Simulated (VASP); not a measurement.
Runs of VASP 6.6.1 on V. The structure is that of space group Im-3m (No. 229), or close to it. The cells are those of the table. 

| task | cell | cutoff (eV) | smearing | gap on the mesh (eV) | pressure (GPa) |
| --- | --- | --- | --- | --- | --- |
| single point | a = 2.535 Å, angles 109.5°, 1 atom | 520 | methfessel-paxton 0.01 eV | none | 0.1 |
| single point | a = 2.535 Å, angles 109.5°, 1 atom | 520 | fermi-dirac 0.2 eV | none | 1.5 |
| single point | a = 2.535 Å, angles 109.5°, 1 atom | 520 | methfessel-paxton 0.6 eV | none | (a) |
| single point | a = 2.535 Å, angles 109.5°, 1 atom | 520 | fermi-dirac 0.01 eV | none | 0.1 |
| relaxation of cell and atoms | relaxed from a = 2.619 Å, angles 109.5°, 1 atom | 600 | fermi-dirac 0.1 eV | none | -0.1 |

Alike in all rows: level LDA; potentials or basis VASP PAW LDA potentials, release 64 (V_sv); no spin polarisation; k mesh 15 × 15 × 15.

Task: Estimate the missing entries.

Result: (a) 0.3.

A gap of «none» marks levels without a gap at the run's occupations.
